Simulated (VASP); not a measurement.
Input of a VASP 6.6.1 run:

Contents of INCAR:

```
PREC     = Accurate       # precision mode
ENCUT    = 630            # plane-wave cutoff, eV
EDIFF    = 1E-6           # SCF threshold, eV
ISMEAR   = -1             # smearing method
SIGMA    = 0.02           # smearing width, eV
LREAL    = F              # projectors in reciprocal space
LASPH    = T              # aspherical terms in the spheres
NELM     = 120            # most SCF steps
ALGO     = Normal         # electronic algorithm
ISIF     = 2              # what is computed and relaxed
LWAVE    = F              # write WAVECAR
LCHARG   = F              # write CHGCAR
GGA      = PS             # functional
NBANDS   = 20             # bands
GGA_COMPAT= F
```

KPOINTS

```
regular mesh
0
Gamma
  8 8 8
```

Contents of POSCAR:

```
AgBr
1.0
    0.0000000000      2.8370695401      2.8370695401
    2.8370695401      0.0000000000      2.8370695401
    2.8370695401      2.8370695401      0.0000000000
Ag Br
1 1
Direct
    0.0000000000      0.0000000000      0.0000000000
    0.5000000000      0.5000000000      0.5000000000
```

Potentials or basis: VASP PAW PBE potentials, release 64 (Ag_sv_GW, Br).

Launch:

```sh
$ cat potpaw_PBE.64/Ag_sv_GW/POTCAR potpaw_PBE.64/Br/POTCAR > POTCAR
$ mpirun -np 1 vasp_std > vasp.out
```

**Question.** Predict the band gap on the k mesh.

**Answer.** 0.50 eV (least direct gap 2.57 eV).

**Question.** What does it give for the pressure?

**Answer.** -0.1 GPa.

Caveat: semilocal functionals underestimate gaps, and a narrow one can read as zero; the PAW data sets were made with another functional, which shifts forces and pressure a little. A k mesh can miss the band edges.
